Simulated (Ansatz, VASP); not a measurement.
# BeS: VASP beside Ansatz

The input INCAR:

```
SYSTEM = BeS
PREC = Accurate
ENCUT = 520
EDIFF = 1E-6
ISMEAR = 0
SIGMA = 0.02
LREAL = .FALSE.
LASPH = .TRUE.
NELM = 60
ALGO = Normal
ISIF = 2
LWAVE = .FALSE.
LCHARG = .FALSE.
GGA = PE
NBANDS = 11
```

Contents of KPOINTS:

```
regular mesh
0
G
  8 8 8
  0 0 0
```

The input POSCAR:

```
BeS
1.0
    0.0000000000      2.3624704741      2.3624704741
    2.3624704741      0.0000000000      2.3624704741
    2.3624704741      2.3624704741      0.0000000000
Be S
1 1
Direct
    0.0000000000      0.0000000000      0.0000000000
    0.2500000000      0.2500000000      0.2500000000
```

Input for Ansatz:

```yaml
crystal:
  lattice:
    - [0.0, 2.3624704741, 2.3624704741]
    - [2.3624704741, 0.0, 2.3624704741]
    - [2.3624704741, 2.3624704741, 0.0]
  atoms:
    - { symbol: Be, position: [0.0, 0.0, 0.0] }
    - { symbol: S, position: [0.25, 0.25, 0.25] }
basis:
  ecutwfc: 420
kpoints:
  mp_grid: { grid: [8, 8, 8] }
hamiltonian:
  xc: pbe
scf:
  occupations: { method: gaussian, width: 0.02 }
output:
  forces: true
  stress: true
  eigenvalues: true
```

Alike in both runs: task single point; functional PBE; k mesh 8 × 8 × 8; occupations gaussian, width 0.02 eV; no spin polarisation.

|  | VASP | Ansatz |
| --- | --- | --- |
| version | VASP 6.6.1 | Ansatz 0.2.0 |
| potentials or method | VASP PAW PBE potentials, release 64 (Be, S), cutoff 520 eV | scalar-relativistic, plane waves, PAW |
| valence electrons in the cell | 8 | 8 |

|  | VASP | Ansatz | Ansatz less VASP |
| --- | --- | --- | --- |
| gap on the k mesh at the Fermi level (eV) | 2.92 | 2.92 | -0.001 |
| least direct gap on the mesh (eV) | 5.62 | 5.60 | -0.020 |
| pressure (GPa) | 10.5 | 10.5 | 0.00 |
